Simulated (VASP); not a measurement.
Runs of VASP 6.6.1 on BP. The structure is that of space group F-43m (No. 216), or close to it. The cells are those of the table. 

```tsv
cell	gap on the mesh (eV)	pressure (GPa)
a = 3.279 Å, angles 60.0°, 2 atoms	1.33	(a)
a = 3.310 Å, angles 60.0°, 2 atoms	1.36	-12.0
a = 3.117 Å, angles 60.0°, 2 atoms	1.12	17.9
a = 3.151 Å, angles 60.0°, 2 atoms	1.16	11.0
a = 3.216 Å, angles 60.0°, 2 atoms	1.25	(d)
a = 3.248 Å, angles 60.0°, 2 atoms	1.29	(c)
a = 3.184 Å, angles 60.0°, 2 atoms	(b)	5.0
```

Alike in all rows: level PBE; potentials or basis VASP PAW PBE potentials, release 64 (B, P); no spin polarisation; k mesh 10 × 10 × 10; cutoff (eV) 500.

Task: Fill in the values left out.

Result: (a) -8.6; (b) 1.21; (c) -4.7; (d) -0.2.

Caveats: the cell stands under tension (at least some runs); the cell stands under pressure (at least some runs).

A k mesh can miss the band edges.
